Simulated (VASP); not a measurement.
Here is a VASP 6.6.1 calculation.

The input INCAR:

```
PREC = Accurate ; ENCUT = 520
EDIFF = 1E-6 ; ISMEAR = 0
SIGMA = 0.1 ; LREAL = F
LASPH = T ; NELM = 150
ALGO = Normal ; ISIF = 2
LWAVE = F ; LCHARG = T
ISPIN = 2 ; MAGMOM = 2 2 0 0
LORBIT = 11 ; LMAXMIX = 4
GGA = PS ; LELF = T
LVHAR = T ; NBANDS = 31
```

KPOINTS

```
regular mesh
0
Gamma
  6 6 4
```

The input POSCAR:

```
VSe
1.0
    3.6290300000      0.0000000000      0.0000000000
    0.0000000000      3.6290300000      0.0000000000
    0.0000000000      0.0000000000      6.5722220000
V Se
2 2
Direct
    0.5000000000      0.5000000000      0.0000000000
    0.0000000000      0.0000000000      0.0000000000
    0.0000000000      0.5000000000      0.7376280000
    0.5000000000      0.0000000000      0.2623720000
```

Potentials or basis: VASP PAW PBE potentials, release 64 (V_sv, Se).

Command:

```bash
$ cat potpaw_PBE.64/V_sv/POTCAR potpaw_PBE.64/Se/POTCAR > POTCAR
$ mpirun -np 1 vasp_std > vasp.out
```

Q: What does it give for the pressure?

A: -4.0 GPa.

Q: What does it give for the largest force?

A: 0.483 eV/Å.

Q: Predict the site moments.

A: V +0.19; Se +0.01 μB.

Q: What does it give for the net moment?

A: 0.45 μB per cell.

Forces in eV/Å, atoms in the order of the input:
```
V    0.000  0.000  0.000
V    0.000  0.000  0.000
Se   0.000  0.000  0.483
Se   0.000  0.000 -0.483
```

Caveat: the cell stands under tension; the PAW data sets were made with another functional, which shifts forces and pressure a little; this functional lacks dispersion, which binds the layers, so the pressure and a relaxed spacing across them are unreliable.
